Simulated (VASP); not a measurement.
# CuSi16 (a cell with a defect) in VASP: single point with PBE+D3(BJ)

Aim: the single point of CuSi16 (a cell with a defect) with PBE+D3(BJ).

Program: VASP 6.6.1. These are calculated values, not measurements. Logs are shortened: lines on timing, memory, paths and dates and some standing lists are left out, and cuts for length are marked.

## (1) The cell of the first run

The cell holds a defect, 17 atoms: a = 7.679 Å, b = 7.679 Å, c = 7.679 Å, α = 60.00°, β = 60.00°, γ = 60.00°.

## (2) Single point, PBE+D3(BJ)

File INCAR:

```
ALGO     = Normal         # electronic algorithm
EDIFF    = 1E-7           # SCF threshold, eV
ENCUT    = 520            # plane-wave cutoff, eV
GGA      = PE             # functional
ISIF     = 2              # what is computed and relaxed
ISMEAR   = 0              # smearing method
IVDW     = 12             # dispersion correction
LASPH    = T              # aspherical terms in the spheres
LCHARG   = T              # write CHGCAR
LELF     = T              # ELF
LREAL    = Auto         
LVHAR    = T            
LWAVE    = F              # write WAVECAR
NBANDS   = 52             # bands
NELECT   = 74.0         
NELM     = 60             # most SCF steps
PREC     = Accurate       # precision mode
SIGMA    = 0.02           # smearing width, eV
```

File KPOINTS:

```
k-points
0
Gamma
  2 2 2
```

File POSCAR:

```
CuSi16
1.0
    0.0000000000      5.4300000000      5.4300000000
    5.4300000000      0.0000000000      5.4300000000
    5.4300000000      5.4300000000      0.0000000000
Si Cu
16 1
Direct
   -0.0150209945     -0.0114281768     -0.0115998158
    0.1168274401      0.1086561694      0.1084981584
    0.0035918048      0.0103382136      0.4791956722
    0.1258761510      0.1231308471      0.6151479742
    0.0036046041      0.4793541436      0.0101837937
    0.1258816759      0.6153194291      0.1229706262
    0.0105631676      0.4964174954      0.4962550645
    0.1380227440      0.6183877532      0.6182483425
    0.4852349908      0.0048810313      0.0047303867
    0.6126585635      0.1268883978      0.1267298343
    0.4973448435      0.0079781768      0.5000126151
    0.6196161142      0.1439674954      0.6127829650
    0.4973490792      0.5001737569      0.0078231123
    0.6196320442      0.6129648250      0.1437793738
    0.5064181400      0.5146577348      0.5144744936
    0.6382494475      0.6347358195      0.6345840700
    0.8116137201      0.8116221915      0.8114719153
```

Potentials or basis: VASP PAW PBE potentials, release 64 (Si, Cu).

Run with:

```
$ cat potpaw_PBE.64/Si/POTCAR potpaw_PBE.64/Cu/POTCAR > POTCAR
$ mpirun -np 1 vasp_std > vasp.out
```

OUTCAR:

```text
EDIFF = 1E-7
   ENCUT = 520
   GGA = PE
   ISIF = 2
   ISMEAR = 0
   IVDW = 12
   LASPH = T
   LREAL = Auto
   NELECT = 74.0
   NELM = 60
   PREC = Accurate
 IVDW          = 12

 ion  position               nearest neighbor table
   1  0.985  0.989  0.988-   2 2.33  10 2.34   4 2.35   6 2.35
   2  0.117  0.109  0.108-   9 2.32   1 2.33   3 2.34   5 2.34
   3  0.004  0.010  0.479-   4 2.33   2 2.34  17 2.37  12 2.41   8 2.46
   4  0.126  0.123  0.615-   3 2.33  11 2.33   7 2.34   1 2.35
   5  0.004  0.479  0.010-   6 2.33   2 2.34  17 2.37  14 2.41   8 2.46
   6  0.126  0.615  0.123-   5 2.33  13 2.33   7 2.34   1 2.35
   7  0.011  0.496  0.496-   8 2.33  16 2.34   6 2.34   4 2.34
   8  0.138  0.618  0.618-  15 2.32   7 2.33  17 2.33   5 2.46   3 2.46
   9  0.485  0.005  0.005-   2 2.32  10 2.33  17 2.33  14 2.46  12 2.46
  10  0.613  0.127  0.127-   9 2.33   1 2.34  11 2.34  13 2.34
  11  0.497  0.008  0.500-  12 2.33   4 2.33  10 2.34  16 2.35
  12  0.620  0.144  0.613-  11 2.33  15 2.34  17 2.37   3 2.41   9 2.46
  13  0.497  0.500  0.008-  14 2.33   6 2.33  10 2.34  16 2.35
  14  0.620  0.613  0.144-  13 2.33  15 2.34  17 2.37   5 2.41   9 2.46
  15  0.506  0.515  0.514-   8 2.32  16 2.33  12 2.34  14 2.34
  16  0.638  0.635  0.635-  15 2.33   7 2.34  13 2.35  11 2.35
  17  0.812  0.812  0.811-   8 2.33   9 2.33  14 2.37   5 2.37   3 2.37  12 2.37

  LATTYP: Found a face centered cubic cell.
 ALAT       =    10.8600000000

  Lattice vectors:

 A1 = (   0.0000000000,   5.4300000000,   5.4300000000)
 A2 = (   5.4300000000,   0.0000000000,   5.4300000000)
 A3 = (   5.4300000000,   5.4300000000,   0.0000000000)

Analysis of symmetry for initial positions (statically):
=====================================================================
 Subroutine PRICEL returns:
 Original cell was already a primitive cell.

 Routine SETGRP: Setting up the symmetry group for a
 face centered cubic supercell.

 Subroutine GETGRP returns: Found  1 space group operations
 (whereof  1 operations were pure point group operations)
 out of a pool of 48 trial point group operations.

The static configuration has the point symmetry C_1 .

Analysis of symmetry for dynamics (positions and initial velocities):
=====================================================================
 Subroutine PRICEL returns:
 Original cell was already a primitive cell.

 Routine SETGRP: Setting up the symmetry group for a
 face centered cubic supercell.

 Subroutine GETGRP returns: Found  1 space group operations
 (whereof  1 operations were pure point group operations)
 out of a pool of 48 trial point group operations.

The dynamic configuration has the point symmetry C_1 .

 Subroutine INISYM returns: Found  1 space group operations
 (whereof  1 operations are pure point group operations),
 and found     1 'primitive' translations

----------------------------------------------------------------------------------------

                                     Primitive cell

  volume of cell :     320.2060

  direct lattice vectors                    reciprocal lattice vectors
     0.000000000  5.430000000  5.430000000    -0.092081031  0.092081031  0.092081031
     5.430000000  0.000000000  5.430000000     0.092081031 -0.092081031  0.092081031
     5.430000000  5.430000000  0.000000000     0.092081031  0.092081031 -0.092081031

  length of vectors
     7.679179644  7.679179644  7.679179644     0.159489025  0.159489025  0.159489025

  position of ions in fractional coordinates (direct lattice)
     0.984979006  0.988571823  0.988400184
     0.116827440  0.108656169  0.108498158
     0.003591805  0.010338214  0.479195672
     0.125876151  0.123130847  0.615147974
     0.003604604  0.479354144  0.010183794
     0.125881676  0.615319429  0.122970626
[... 9 lines left out ...]
     0.638249448  0.634735820  0.634584070
     0.811613720  0.811622191  0.811471915

  ion indices of the primitive-cell ions
   primitive index   ion index
                 1           1
                 2           2
                 3           3
                 4           4
                 5           5
                 6           6
[... 9 lines left out ...]
                16          16
                17          17

----------------------------------------------------------------------------------------

 KPOINTS: k-points

Automatic generation of k-mesh.
 Grid dimensions read from file:
 generate k-points for:    2    2    2

 Generating k-lattice:

  Cartesian coordinates                     Fractional coordinates (reciprocal lattice)
    -0.046040516  0.046040516  0.046040516     0.500000000  0.000000000  0.000000000
     0.046040516 -0.046040516  0.046040516     0.000000000  0.500000000  0.000000000
     0.046040516  0.046040516 -0.046040516     0.000000000  0.000000000  0.500000000

  Length of vectors
     0.079744512  0.079744512  0.079744512

  Shift w.r.t. Gamma in fractional coordinates (k-lattice)
     0.000000000  0.000000000  0.000000000

 Subroutine IBZKPT returns following result:
 ===========================================

 Found      8 irreducible k-points:

 Following reciprocal coordinates:
            Coordinates               Weight
  0.000000  0.000000  0.000000      1.000000
  0.500000  0.000000  0.000000      1.000000
  0.000000  0.500000  0.000000      1.000000
  0.000000  0.000000  0.500000      1.000000
  0.500000  0.500000  0.500000      1.000000
  0.500000  0.500000  0.000000      1.000000
  0.000000  0.500000  0.500000      1.000000
  0.500000  0.000000  0.500000      1.000000
   k-points           NKPTS =      8   k-points in BZ     NKDIM =      8   number of bands    NBANDS=     52
   number of dos      NEDOS =    301   number of ions     NIONS =     17
   total plane-waves  NPLWV = 216000
   dimension x,y,z NGX =    60 NGY =   60 NGZ =   60
   dimension x,y,z NGXF=   120 NGYF=  120 NGZF=  120
   ions per type =              16   1
   NGX,Y,Z   is equivalent  to a cutoff of  12.99, 12.99, 12.99 a.u.
   NGXF,Y,Z  is equivalent  to a cutoff of  25.98, 25.98, 25.98 a.u.
 SYSTEM =  unknown system
   PREC   = accura    normal or accurate (medium, high low for compatibility)
   ISTART =      0    job   : 0-new  1-cont  2-samecut
   ICHARG =      2    charge: 1-file 2-atom 10-const
   ISPIN  =      1    spin polarized calculation?
   LNONCOLLINEAR =      F non collinear calculations
   LSORBIT =      F    spin-orbit coupling
   LASPH  =      T    aspherical Exc in radial PAW
   ENCUT  =  520.0 eV  38.22 Ry    6.18 a.u.  14.28 14.28 14.28*2*pi/ulx,y,z
   NELM   =     60;   NELMIN=  2; NELMDL= -5     # of ELM steps
   EDIFF  = 0.1E-06   stopping-criterion for ELM
   LREAL  =      T    real-space projection
   EDIFFG = 0.1E-05   stopping-criterion for IOM
   NSW    =      0    number of steps for IOM
   IBRION =     -1    ionic relax: 0-MD 1-quasi-New 2-CG
   NFREE  =      0    steps in history (QN), initial steepest desc. (CG)
   ISIF   =      2    stress and relaxation
   ISYM   =      2    0-nonsym 1-usesym 2-fastsym
   POTIM  = 0.5000    time-step for ionic-motion
   TEBEG  =    0.0;   TEEND  =   0.0 temperature during run
   PSTRESS=    0.0 pullay stress
   NELECT =      74.0000    total number of electrons
   NUPDOWN=      -1.0000    fix difference up-down
   EMIN   =  10.00;   EMAX   =-10.00  energy-range for DOS
   EFERMI =   0.00;   METHOD = LEGACY
   ISMEAR =     0;   SIGMA  =   0.02  broadening in eV -4-tet -1-fermi 0-gaus
   EFERMI_NEDOS =   21; number of points for ismear=-14 and -15
   IALGO  =     38    algorithm
   IMIX   =      4    mixing-type and parameters
     AMIX     =   0.40;   BMIX     =  1.00
     AMIX_MAG =   1.60;   BMIX_MAG =  1.00
  volume/ion in A,a.u.               =      18.84       127.11
  Fermi-wavevector in a.u.,A,eV,Ry     =   1.004636  1.898488 13.732283  1.009294
  Thomas-Fermi vector in A             =   2.137265
   LORBIT       =      0    0 simple, 1 ext, 2 COOP (PROOUT), +10 PAW based schemes
   GGA     = PE    functional components
   LHFCALC =     F    Hartree Fock is set to
   AEXX    =    0.0000 exact exchange contribution
   IVDW    =    12    specifies the selected vdW correction
   LEPSILON=     F    determine dielectric tensor
   LRPA    =     F    only Hartree local field effects (RPA)
 non-spin polarized calculation
 Gauss-broadening in eV      SIGMA  =   0.02
  energy-cutoff  :      520.00
  volume of cell :      320.21
 maximum number of plane-waves:      8646
 NGX is ok and might be reduce to    60
   NGX = 29   NGY = 29   NGZ = 29

 number of electron      73.9999998 magnetization

 Free energy of the ion-electron system (eV)
  ---------------------------------------------------
  ext. energy  EPLUGINS =         0.00000000
  ---------------------------------------------------
  free energy    TOTEN  =       -94.17030287 eV

  energy without entropy =      -94.17030287  energy(sigma->0) =      -94.17030287

 E-fermi :   6.3955     XC(G=0):  -9.6165

 val. band max:        6.3109959932   @ k =   0.0000   0.0000   0.0000
 cond. band min:       6.4798627492   @ k =   0.0000   0.0000   0.0000
 fundamental gap:      0.1688667560
 Fermi energy:         6.3955394210

 k-point     1 :       0.0000    0.0000    0.0000
  band No.  band energies     occupation
      1      -5.9003      2.00000
      2      -3.5545      2.00000
      3      -3.5175      2.00000
      4      -3.4849      2.00000
      5      -3.4713      2.00000
      6      -1.9452      2.00000
[... 41 lines left out ...]
     48       8.4133      0.00000
     49       8.5003      0.00000

 k-point     2 :       0.5000    0.0000    0.0000
  band No.  band energies     occupation
      1      -5.1847      2.00000
      2      -4.9868      2.00000
      3      -3.3206      2.00000
      4      -3.2467      2.00000
      5      -3.1109      2.00000
      6      -3.1092      2.00000
[... 304 lines left out ...]
 k-point     8 :       0.5000    0.0000    0.5000
  band No.  band energies     occupation
      1      -4.9331      2.00000
      2      -4.7190      2.00000
      3      -3.9180      2.00000
      4      -3.7743      2.00000
      5      -3.7492      2.00000
      6      -3.7333      2.00000
[... 41 lines left out ...]
     48      10.4257      0.00000
     49      10.4548      0.00000
 [bands above 49 left out]

------------------------ aborting loop because EDIFF is reached ----------------------------------------

 Edisp (eV)   -5.67545

 E8    (eV) :    -2.3545

  FORCE on cell =-STRESS in cart. coord.  units (eV):
  Direction    XX          YY          ZZ          XY          YZ          ZX
  --------------------------------------------------------------------------------------
  -------------------------------------------------------------------------------------
  Total      -6.60741    -6.98858    -6.98605     0.08008     1.21221     0.08016
  in kB     -33.06073   -34.96793   -34.95529     0.40067     6.06540     0.40110
  external pressure =      -34.33 kB  Pullay stress =        0.00 kB

 VOLUME and BASIS-vectors are now :
 -----------------------------------------------------------------------------
  energy-cutoff  :      520.00
  volume of cell :      320.21
      direct lattice vectors                 reciprocal lattice vectors
     0.000000000  5.430000000  5.430000000    -0.092081031  0.092081031  0.092081031
     5.430000000  0.000000000  5.430000000     0.092081031 -0.092081031  0.092081031
     5.430000000  5.430000000  0.000000000     0.092081031  0.092081031 -0.092081031

 POSITION                                       TOTAL-FORCE (eV/Angst)
 -----------------------------------------------------------------------------------
     10.73496     10.71545     10.71638         0.002322      0.001165      0.000794
      1.17915      1.22352      1.22438         0.003807      0.004134      0.004608
      2.65817      2.62154      0.07564        -0.005031     -0.003094      0.003663
      4.00885      4.02376      1.35211         0.000594     -0.000954     -0.001586
      2.65819      0.07487      2.62247        -0.005141      0.004194     -0.003621
      4.00892      1.35127      4.02472         0.000472     -0.001846     -0.000805
[... 9 lines left out ...]
      6.89241      6.91149      6.91231        -0.000463      0.000535      0.000710
      8.81340      8.81336      8.81417        -0.000328     -0.001345     -0.000104
 -----------------------------------------------------------------------------------
    total drift:                                0.004436      0.000214      0.002756

  FREE ENERGIE OF THE ION-ELECTRON SYSTEM (eV)
  ---------------------------------------------------
  free  energy   TOTEN  =       -99.8457513336 eV

  energy  without entropy=      -99.8457513335  energy(sigma->0) =      -99.84575133
```

Wall time 5.3 min (1 thread of Intel Xeon 6975P-C (Granite Rapids), shared host); peak memory 0.49 GiB.

What came out:

| Quantity | Value |
| --- | --- |
| Free energy | -99.8458 eV |
| Largest force | 0.010 eV/Å |
| Dispersion energy per atom | -0.334 eV |

Forces on the atoms (eV/Å):
```
Si   0.002  0.001  0.001
Si   0.004  0.004  0.005
Si  -0.005 -0.003  0.004
Si   0.001 -0.001 -0.002
Si  -0.005  0.004 -0.004
Si   0.000 -0.002 -0.001
Si   0.000 -0.001 -0.001
Si  -0.003  0.006  0.007
Si   0.005 -0.006 -0.005
Si  -0.002  0.000  0.000
Si   0.001 -0.002  0.001
Si   0.004 -0.001  0.003
Si   0.001  0.001 -0.003
Si   0.004  0.004 -0.003
Si  -0.006 -0.004 -0.004
Si   0.000  0.001  0.001
Cu   0.000 -0.001  0.000
```

Levels at points of the mesh, in eV from the Fermi level:
```tsv
k point	band 34	band 35	band 36	band 37	band 38	band 39	band 40	band 41
(0.00, 0.00, 0.00)	-1.10	-0.49	-0.09	-0.08	0.08	0.13	0.55	0.59
(0.50, 0.00, 0.00)	-1.08	-0.96	-0.90	-0.67	0.70	1.05	1.12	1.32
(0.00, 0.50, 0.00)	-1.07	-0.99	-0.91	-0.73	0.69	1.04	1.10	1.29
(0.00, 0.00, 0.50)	-1.07	-0.99	-0.91	-0.73	0.69	1.04	1.10	1.29
(0.50, 0.50, 0.50)	-0.91	-0.90	-0.59	-0.42	0.59	1.00	1.47	1.48
(0.50, 0.50, 0.00)	-1.66	-1.46	-1.44	-1.16	0.74	0.83	1.90	2.09
(0.00, 0.50, 0.50)	-1.66	-1.47	-1.46	-1.10	0.74	0.82	1.89	2.10
(0.50, 0.00, 0.50)	-1.66	-1.46	-1.44	-1.16	0.74	0.83	1.90	2.09
```

Caveat: the k points lie up to 0.50 Å⁻¹ apart; the cell carries a net charge on a neutralising background, which shifts energy and pressure; the cell is charged against a uniform background, so pressure and absolute levels hang on convention.
